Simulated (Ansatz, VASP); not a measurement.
# NaPbBr3 in VASP and in Ansatz

Contents of INCAR:

```
SYSTEM = NaPbBr3
  ALGO = Normal
  EDIFF = 1E-6
  ENCUT = 520
  GGA = PE
  ISIF = 2
  ISMEAR = -1
  LASPH = .TRUE.
  LCHARG = .FALSE.
  LREAL = .FALSE.
  LWAVE = .FALSE.
  NBANDS = 29
  NELM = 80
  PREC = Accurate
  SIGMA = 0.02
```

The input KPOINTS:

```
k-points
0
G
  4 4 4
  0 0 0
```

Contents of POSCAR:

```
NaPbBr3
1.0
    5.9985059928      0.0000000000      0.0000000000
    0.0000000000      5.9985059928      0.0000000000
    0.0000000000      0.0000000000      5.9985059928
Na Pb Br
1 1 3
Direct
    0.0000000000      0.0000000000      0.0000000000
    0.5000000000      0.5000000000      0.5000000000
    0.5000000000      0.5000000000      0.0000000000
    0.5000000000      0.0000000000      0.5000000000
    0.0000000000      0.5000000000      0.5000000000
```

Input for Ansatz:

```yaml
crystal:
  lattice:
    - [5.9985059928, 0.0, 0.0]
    - [0.0, 5.9985059928, 0.0]
    - [0.0, 0.0, 5.9985059928]
  atoms:
    - { symbol: Na, position: [0.0, 0.0, 0.0] }
    - { symbol: Pb, position: [0.5, 0.5, 0.5] }
    - { symbol: Br, position: [0.5, 0.5, 0.0] }
    - { symbol: Br, position: [0.5, 0.0, 0.5] }
    - { symbol: Br, position: [0.0, 0.5, 0.5] }
kpoints:
  mp_grid: { grid: [4, 4, 4] }
  band_path:
    path: [[0.0, 0.0, 0.0], [0.0, 0.5, 0.0], [0.5, 0.5, 0.0], [0.5, 0.5, 0.5]]
    npoints: 1
hamiltonian:
  xc: pbe
scf:
  occupations: { method: fermi_dirac, width: 0.02 }
  n_extra_bands: 5
output:
  forces: true
  stress: true
  eigenvalues: true
```

Change from the starting cell: hydrostatic strain +1.5%.

Alike in both runs: task single point; functional PBE; k mesh 4 × 4 × 4; occupations fermi-dirac, width 0.02 eV; no spin polarisation.

|  | VASP | Ansatz |
| --- | --- | --- |
| version | VASP 6.6.1 | Ansatz 0.2.0 |
| potentials or method | VASP PAW PBE potentials, release 64 (Na_pv, Pb_d, Br) | plane waves, PAW |
| plane-wave cutoff (eV) | 520 | 420 |
| valence electrons in the cell | 42 | 44 |

|  | VASP | Ansatz | Ansatz less VASP |
| --- | --- | --- | --- |
| gap on the k mesh at the Fermi level (eV) | 1.81 | 1.81 | -0.006 |
| pressure (GPa) | -0.4 | -0.4 | +0.01 |

VASP's potentials hold 42 valence electrons a cell and Ansatz's 44, so a difference there can come from the potentials and not from the codes.

Neither program's run includes spin-orbit coupling.
